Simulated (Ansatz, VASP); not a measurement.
Pt in VASP and in Ansatz

The input INCAR:

```
  PREC = Accurate
  ENCUT = 520
  EDIFF = 1E-6
  ISMEAR = 0
  SIGMA = 0.15
  LREAL = F
  LASPH = T
  NELM = 60
  ALGO = Normal
  ISIF = 2
  LWAVE = F
  LCHARG = T
  GGA = PE
  LELF = T
  LVHAR = T
  NBANDS = 11
```

Contents of KPOINTS:

```
regular mesh
0
Gamma
  20 20 20
```

The input POSCAR:

```
Pt
1.0
    0.0000000000      2.0557950000      1.8600050000
    2.0557950000      0.0000000000      1.8600050000
    2.0557950000      2.0557950000      0.0000000000
Pt
1
Direct
    0.0000000000      0.0000000000      0.0000000000
```

Input for Ansatz:

```yaml
crystal:
  lattice:
    - [0.0, 2.055795, 1.860005]
    - [2.055795, 0.0, 1.860005]
    - [2.055795, 2.055795, 0.0]
  atoms:
    - { symbol: Pt, position: [0.0, 0.0, 0.0] }
basis:
  ecutwfc: 420
kpoints:
  mp_grid: { grid: [20, 20, 20] }
hamiltonian:
  xc: pbe
scf:
  occupations: { method: gaussian, width: 0.15 }
output:
  forces: true
  stress: true
  eigenvalues: true
  write_density: true
  write_potential: true
  elf: true
  volumetric_format: npy
```

Change from the starting cell: strain +0.050 along x and y, -0.050 along z, atoms carried along.

Alike in both runs: task single point; functional PBE; k mesh 20 × 20 × 20; occupations gaussian, width 0.15 eV; no spin polarisation.

|  | VASP | Ansatz |
| --- | --- | --- |
| version | VASP 6.6.1 | Ansatz 0.2.0 |
| potentials or method | VASP PAW PBE potentials, release 64 (Pt), cutoff 520 eV | scalar-relativistic, plane waves, PAW |
| valence electrons in the cell | 10 | 18 |

VASP gave:

```
gap on the k mesh at the Fermi level (eV)                     : none
pressure (GPa)                                                : -0.9
traceless stress, the component that is largest in VASP (GPa) : 3.30
```

Question: Which values does Ansatz return?

Answer: gap on the k mesh at the Fermi level (eV): none; pressure (GPa): -0.4; traceless stress, the component that is largest in VASP (GPa): 3.31.

A gap of «none» marks a metal or a gap that the smearing closes. The functional is the same, so the differences come from potentials, cutoffs and numerics. VASP's potentials hold 10 valence electrons a cell and Ansatz's 18, so a difference there can come from the potentials and not from the codes.

Spin-orbit coupling is off throughout.
